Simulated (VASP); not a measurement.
# Mg (R-3m) in VASP: further runs

The runs below take Mg through single point, with LDA.

Everything below comes from runs of VASP 6.6.1. Logs are shortened: lines on timing, memory, paths and dates and some standing lists are left out, and cuts for length are marked.

## 1. The cell of the first run

The structure is trigonal, space group R-3m (No. 166). The conventional cell has a = 3.098 Å, b = 3.098 Å, c = 7.506 Å, α = 90.00°, β = 90.00°, γ = 120.00°. Mg (site symmetry -3m) has 12 Mg at 3.08 to 3.10 Å within 4.0 Å.

## 2. Single point, LDA

Input file INCAR:

```
PREC = Accurate ; ENCUT = 520
EDIFF = 1E-6 ; ISMEAR = -1
SIGMA = 0.1 ; LREAL = False
LASPH = True ; NELM = 60
ALGO = Normal ; ISIF = 2
LWAVE = False ; LCHARG = False
NBANDS = 7 ; ISYM = 0
```

Input file KPOINTS:

```
Automatic mesh
0
Gamma
  11 11 11
  0.5 0.5 0.5
```

Input file POSCAR:

```
Mg
1.0
    3.0755479171     -0.0129579628     -0.0091626634
    1.5265520336      2.6699816081     -0.0091626634
    1.5265520336      0.8813552275      2.5203370221
Mg
1
Direct
    0.0000000000      0.0000000000      0.0000000000
```

Potentials or basis: VASP PAW LDA potentials, release 64 (Mg).

Run with:

```
$ cat potpaw_LDA.64/Mg/POTCAR > POTCAR
$ mpirun -np 1 vasp_std > vasp.out
```

OUTCAR:

```text
PREC = Accurate
   ENCUT = 520
   EDIFF = 1E-6
   ISMEAR = -1
   LREAL = False
   LASPH = True
   NELM = 60
   ISIF = 2
   ISYM = 0

 ion  position               nearest neighbor table
   1  0.000  0.000  0.000-

IMPORTANT INFORMATION: All symmetrisations will be switched off!
NOSYMM: (Re-)initialisation of all symmetry stuff for point group C_1.

----------------------------------------------------------------------------------------

                                     Primitive cell

  volume of cell :      20.7960

  direct lattice vectors                    reciprocal lattice vectors
     3.075547917 -0.012957963 -0.009162663     0.323971848 -0.185680269 -0.131295777
     1.526552034  2.669981608 -0.009162663     0.001182094  0.373407985 -0.131295777
     1.526552034  0.881355227  2.520337022     0.001182094  0.000682482  0.395817684

  length of vectors
     3.075588863  3.075588863  3.075588863     0.395820037  0.395820037  0.395820037

  position of ions in fractional coordinates (direct lattice)
     0.000000000  0.000000000  0.000000000

  ion indices of the primitive-cell ions
   primitive index   ion index
                 1           1

----------------------------------------------------------------------------------------

 KPOINTS: Automatic mesh

Automatic generation of k-mesh.
 Grid dimensions read from file:
 generate k-points for:   11   11   11

 Generating k-lattice:

  Cartesian coordinates                     Fractional coordinates (reciprocal lattice)
     0.029451986 -0.016880024 -0.011935980     0.090909091 -0.000000000  0.000000000
     0.000107463  0.033946180 -0.011935980     0.000000000  0.090909091  0.000000000
     0.000107463  0.000062044  0.035983426     0.000000000  0.000000000  0.090909091

  Length of vectors
     0.035983640  0.035983640  0.035983640

  Shift w.r.t. Gamma in fractional coordinates (k-lattice)
     0.500000000  0.500000000  0.500000000

 Subroutine IBZKPT returns following result:
 ===========================================

 Found    666 irreducible k-points:

 Following reciprocal coordinates:
            Coordinates               Weight
  0.045455  0.045455  0.045455      2.000000
  0.136364  0.045455  0.045455      2.000000
  0.045455  0.136364  0.045455      2.000000
  0.045455  0.045455  0.136364      2.000000
  0.227273  0.045455  0.045455      2.000000
  0.045455  0.227273  0.045455      2.000000
[... 16 lines left out ...]
 -0.227273  0.045455  0.045455      2.000000
  0.045455 -0.227273  0.045455      2.000000
 [... further k-points ...]
   k-points           NKPTS =    666   k-points in BZ     NKDIM =    666   number of bands    NBANDS=      7
   number of dos      NEDOS =    301   number of ions     NIONS =      1
   total plane-waves  NPLWV =  13824
   dimension x,y,z NGX =    24 NGY =   24 NGZ =   24
   dimension x,y,z NGXF=    48 NGYF=   48 NGZF=   48
   ions per type =               1
   NGX,Y,Z   is equivalent  to a cutoff of  12.97, 12.97, 12.97 a.u.
   NGXF,Y,Z  is equivalent  to a cutoff of  25.95, 25.95, 25.95 a.u.
 SYSTEM =  unknown system
   PREC   = accura    normal or accurate (medium, high low for compatibility)
   ISTART =      0    job   : 0-new  1-cont  2-samecut
   ICHARG =      2    charge: 1-file 2-atom 10-const
   ISPIN  =      1    spin polarized calculation?
   LNONCOLLINEAR =      F non collinear calculations
   LSORBIT =      F    spin-orbit coupling
   LASPH  =      T    aspherical Exc in radial PAW
   ENCUT  =  520.0 eV  38.22 Ry    6.18 a.u.   5.72  5.72  5.72*2*pi/ulx,y,z
   NELM   =     60;   NELMIN=  2; NELMDL= -5     # of ELM steps
   EDIFF  = 0.1E-05   stopping-criterion for ELM
   LREAL  =      F    real-space projection
   EDIFFG = 0.1E-04   stopping-criterion for IOM
   NSW    =      0    number of steps for IOM
   IBRION =     -1    ionic relax: 0-MD 1-quasi-New 2-CG
   NFREE  =      0    steps in history (QN), initial steepest desc. (CG)
   ISIF   =      2    stress and relaxation
   ISYM   =      0    0-nonsym 1-usesym 2-fastsym
   POTIM  = 0.5000    time-step for ionic-motion
   TEBEG  =    0.0;   TEEND  =   0.0 temperature during run
   PSTRESS=    0.0 pullay stress
   NELECT =       2.0000    total number of electrons
   NUPDOWN=      -1.0000    fix difference up-down
   EMIN   =  10.00;   EMAX   =-10.00  energy-range for DOS
   EFERMI =   0.00;   METHOD = LEGACY
   ISMEAR =    -1;   SIGMA  =   0.10  broadening in eV -4-tet -1-fermi 0-gaus
   EFERMI_NEDOS =   21; number of points for ismear=-14 and -15
   IALGO  =     38    algorithm
   IMIX   =      4    mixing-type and parameters
     AMIX     =   0.40;   BMIX     =  1.00
     AMIX_MAG =   1.60;   BMIX_MAG =  1.00
  volume/ion in A,a.u.               =      20.80       140.34
  Fermi-wavevector in a.u.,A,eV,Ry     =   0.750052  1.417393  7.654337  0.562578
  Thomas-Fermi vector in A             =   1.846714
   LORBIT       =      0    0 simple, 1 ext, 2 COOP (PROOUT), +10 PAW based schemes
   GGA     = CA    functional components
   LHFCALC =     F    Hartree Fock is set to
   AEXX    =    0.0000 exact exchange contribution
   IVDW    =     0    specifies the selected vdW correction
   LEPSILON=     F    determine dielectric tensor
   LRPA    =     F    only Hartree local field effects (RPA)
 non-spin polarized calculation
  energy-cutoff  :      520.00
  volume of cell :       20.80
 maximum number of plane-waves:       568
   NGX = 11   NGY = 11   NGZ = 11

 number of electron       2.0000000 magnetization

 Free energy of the ion-electron system (eV)
  ---------------------------------------------------
  ext. energy  EPLUGINS =         0.00000000
  ---------------------------------------------------
  free energy    TOTEN  =        -1.79975967 eV

  energy without entropy =       -1.78636328  energy(sigma->0) =       -1.79306147

 E-fermi :   2.9745     XC(G=0):  -9.0045

 val. band max:        2.9417932238   @ k =   0.4091  -0.0455  -0.4091
 cond. band min:       3.0803328286   @ k =   0.3182  -0.3182   0.5000
 fundamental gap:      0.1385396048
 Fermi energy:         2.9745458937

 k-point     1 :       0.0455    0.0455    0.0455
  band No.  band energies     occupation
      1      -4.3033      2.00000
      2      15.2650      0.00000
      3      15.7006      0.00000
      4      15.7006      0.00000
      5      18.2585      0.00000
      6      18.3365      0.00000
      7      18.3365      0.00000
[... 221 lines left out ...]
 k-point    24 :       0.0455   -0.2273    0.0455
  band No.  band energies     occupation
      1      -2.7596      2.00000
      2       7.9589      0.00000
      3      13.9528      0.00000
      4      14.9243      0.00000
      5      17.1590      0.00000
      6      18.2132      0.00000
      7      18.9674      0.00000

 [... further k-points ...]
[... 5 lines left out ...]
  --------------------------------------------------------------------------------------
  -------------------------------------------------------------------------------------
  Total        0.2172717      0.2169196      0.2168315      0.0003050      0.0001245      0.0002156
  in kB       16.7391469     16.7120159     16.7052293      0.0235002      0.0095903      0.0166136
  external PRESSURE =      16.7187973 kB  Pullay stress =       0.0000000 kB

 VOLUME and BASIS-vectors are now :
 -----------------------------------------------------------------------------
  energy-cutoff  :      520.00
  volume of cell :       20.80
      direct lattice vectors                 reciprocal lattice vectors
     3.075547917 -0.012957963 -0.009162663     0.323971848 -0.185680269 -0.131295777
     1.526552034  2.669981608 -0.009162663     0.001182094  0.373407985 -0.131295777
     1.526552034  0.881355227  2.520337022     0.001182094  0.000682482  0.395817684

 POSITION                                       TOTAL-FORCE (eV/Angst)
 -----------------------------------------------------------------------------------
      0.00000      0.00000      0.00000        -0.000000      0.000000      0.000000
 -----------------------------------------------------------------------------------
    total drift:                               -0.000000      0.000000      0.000000

  FREE ENERGIE OF THE ION-ELECTRON SYSTEM (eV)
  ---------------------------------------------------
  free  energy   TOTEN  =        -1.7997596699 eV

  energy  without entropy=       -1.7863632795  energy(sigma->0) =       -1.79306147
```

Wall time 2.1 min (1 thread of AMD EPYC 7R43 (Zen 3), shared host); peak memory 0.17 GiB.

What came out:

```yaml
Free_energy: -1.7998 eV
Pressure: 1.7 GPa
Band_gap_on_the_k_mesh: zero (band 1 reaches 4.04 eV, above the bottom of band 2 at 1.77 eV)
```

Levels at points of the mesh, in eV from the Fermi level:
| k point | band 1 | band 2 | band 3 | band 4 | band 5 | band 6 |
| --- | --- | --- | --- | --- | --- | --- |
| (0.50, 0.50, 0.50) | -1.76 | -1.20 | 11.68 | 11.68 | 12.79 | 12.79 |

## 3. Single point, LDA

This run uses another cell than the first one, of 21.80 Å³/atom, 1.048 times its volume.

Input file INCAR:

```
SYSTEM = Mg
PREC     = Accurate       ! precision mode
ENCUT    = 520            ! plane-wave cutoff, eV
EDIFF    = 1E-6           ! SCF threshold, eV
ISMEAR   = -1             ! smearing method
SIGMA    = 0.1            ! smearing width, eV
LREAL    = .FALSE.        ! projectors in reciprocal space
LASPH    = .TRUE.         ! aspherical terms in the spheres
NELM     = 80             ! most SCF steps
ALGO     = Normal         ! electronic algorithm
ISIF     = 2              ! what is computed and relaxed
LWAVE    = .FALSE.        ! write WAVECAR
LCHARG   = .FALSE.        ! write CHGCAR
ISYM     = 0            
NBANDS   = 7              ! bands
```

KPOINTS is that of step 2.

Input file POSCAR:

```
Mg
1.0
    3.1217751341     -0.0159352949     -0.0112679551
    1.5470871968      2.7115042185     -0.0112679551
    1.5470871968      0.8932112095      2.5601866785
Mg
1
Direct
    0.0000000000      0.0000000000      0.0000000000
```

Potentials or basis: VASP PAW LDA potentials, release 64 (Mg).

Run with:

```
$ cat potpaw_LDA.64/Mg/POTCAR > POTCAR
$ mpirun -np 1 vasp_std > vasp.out
```

It took 93 s on 1 thread of AMD EPYC 7R43 (Zen 3), shared host; peak memory 0.18 GiB.

The run converged. Its results:

* Free energy: -1.8038 eV
* Pressure: -0.3 GPa
* Band gap on the k mesh: zero (band 1 reaches 3.77 eV, above the bottom of band 2 at 1.49 eV)

Levels at points of the mesh, in eV from the Fermi level:
```
           k point  band 1  band 2  band 3  band 4  band 5
(0.50, 0.50, 0.50)   -1.67   -1.18   11.40   11.40   12.26
```
